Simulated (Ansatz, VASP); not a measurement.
**One calculation of ZrSnHg3, two programs**

```xyz
5
Lattice="4.8839 0.0000 0.0000 0.0000 4.8839 0.0000 0.0000 0.0000 4.8839" Properties=species:S:1:pos:R:3 pbc="T T T"
Zr    0.0000    0.0000    0.0000
Sn    2.4420    2.4420    2.4420
Hg    2.4420    0.0000    2.4420
Hg    0.0000    2.4420    2.4420
Hg    2.4420    2.4420    0.0000
```

Change from the starting cell: species swapped into the Lu3TlC type (Pm-3m, No. 221).

Alike in both runs: task single point; functional PBE; k mesh 4 × 4 × 4; occupations gaussian, width 0.1 eV; no spin polarisation.

|  | VASP | Ansatz |
| --- | --- | --- |
| version | VASP 6.6.1 | Ansatz 0.2.0 |
| potentials or method | VASP PAW PBE potentials, release 64 (Zr_sv, Sn_d, Hg), cutoff 500 eV | scalar-relativistic, plane waves, PAW |
| valence electrons in the cell | 62 | 86 |

```tsv
	VASP	Ansatz	Ansatz less VASP
gap on the k mesh at the Fermi level (eV)	none	none	-
pressure (GPa)	23.8	23.1	-0.67
```

A gap of «none» marks a metal or a gap that the smearing closes. VASP's potentials hold 62 valence electrons a cell and Ansatz's 86, so a difference there can come from the potentials and not from the codes.

Neither program's run includes spin-orbit coupling.
